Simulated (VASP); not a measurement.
The system is AlN.

```
CELL_PARAMETERS angstrom
0.00000 2.22683 2.22683
2.22683 0.00000 2.22683
2.22683 2.22683 0.00000
ATOMIC_POSITIONS crystal
Al 0.00000 0.00000 0.00000
N 0.25000 0.25000 0.25000
```

Program: VASP 6.6.1. Alike in all runs: task single point; potentials or basis VASP PAW PBE potentials, release 64 (Al, N); no spin polarisation; cell as given; cutoff (eV) 520; smearing fermi-dirac 0.05 eV.

Q: Order these runs on this cell by their band gap on the k mesh, lowest first.
A. level BHLYP; k mesh 5 × 5 × 5; grid for exact exchange (PRECFOCK) Normal; share of exact exchange 0.5
B. level PBEsol-based global hybrid with 25 % exact exchange; k mesh 5 × 5 × 5; grid for exact exchange (PRECFOCK) Normal; share of exact exchange 0.25
C. level r2SCAN; k mesh 10 × 10 × 10

A: C (3.89 eV), B (5.72 eV), A (8.19 eV).

Caveats: some runs use coarse meshes; an odd mesh through Γ misses points on the zone boundary, where band edges can lie (at least some runs); the cell stands under tension (at least some runs).

A k mesh can miss the band edges, odd and even meshes differently.
